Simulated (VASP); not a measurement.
Wanted: the native input for a VASP 6.6.1 run.

- Task: single point
- Functional: PBE
- Potentials or basis: VASP PAW PBE potentials, release 64 (Na_pv, Cd, F)
- Cutoff: 520 eV
- k mesh: 4 × 4 × 4
- Occupations: gaussian, width 0.1 eV
- Spin: no spin polarisation
- Dipole correction: no
- Further INCAR settings: ALGO = Normal; EDIFF = 1e-07; NBANDS = 32

The structure of NaCdF4 lies in POSCAR:

```
NaCdF4
1.0
    4.1580000000      0.0000000000      0.0000000000
    0.0000000000      4.1580000000      0.0000000000
    0.0000000000      0.0000000000      6.6494897400
Na Cd F
1 1 4
Direct
    0.5000000000      0.5000000000      0.5000000000
    0.0000000000      0.0000000000      0.0000000000
    0.0000000000      0.0000000000      0.6841862900
    0.5000000000      0.0000000000      0.0000000000
    0.0000000000      0.5000000000      0.0000000000
    0.0000000000      0.0000000000      0.3158137100
```

These files were run (other wordings do the same):

INCAR

```
PREC     = Accurate       # precision mode
ENCUT    = 520            # plane-wave cutoff, eV
EDIFF    = 1E-7           # SCF threshold, eV
ISMEAR   = 0              # smearing method
SIGMA    = 0.1            # smearing width, eV
LREAL    = False          # projectors in reciprocal space
LASPH    = True           # aspherical terms in the spheres
NELM     = 100            # most SCF steps
ALGO     = Normal         # electronic algorithm
ISIF     = 2              # what is computed and relaxed
LWAVE    = False          # write WAVECAR
LCHARG   = True           # write CHGCAR
GGA      = PE             # functional
LELF     = True           # ELF
LVHAR    = True         
NBANDS   = 32             # bands
```

KPOINTS

```
Automatic mesh
0
Gamma
  4 4 4
```

Potentials or basis: VASP PAW PBE potentials, release 64 (Na_pv, Cd, F).

The run is started by

```bash
$ cat potpaw_PBE.64/Na_pv/POTCAR potpaw_PBE.64/Cd/POTCAR potpaw_PBE.64/F/POTCAR > POTCAR
$ mpirun -np 1 vasp_std > vasp.out
```

It gave:

```yaml
Pressure: 1.8 GPa
Largest_force: 0.464 eV/Å
Band_gap_on_the_k_mesh: zero (an odd number of electrons rules out a gap without spin polarisation)
```

Caveat: the k points lie up to 0.38 Å⁻¹ apart, too coarse for converged energies and pressures of a metal; an odd number of electrons without spin polarisation forces a metal; a magnetic or distorted state may lie lower.

It took 65 s on 1 thread of Intel(R) Xeon(R) 6975P-C (Granite Rapids), with other jobs on the host, peak memory 0.23 GiB.
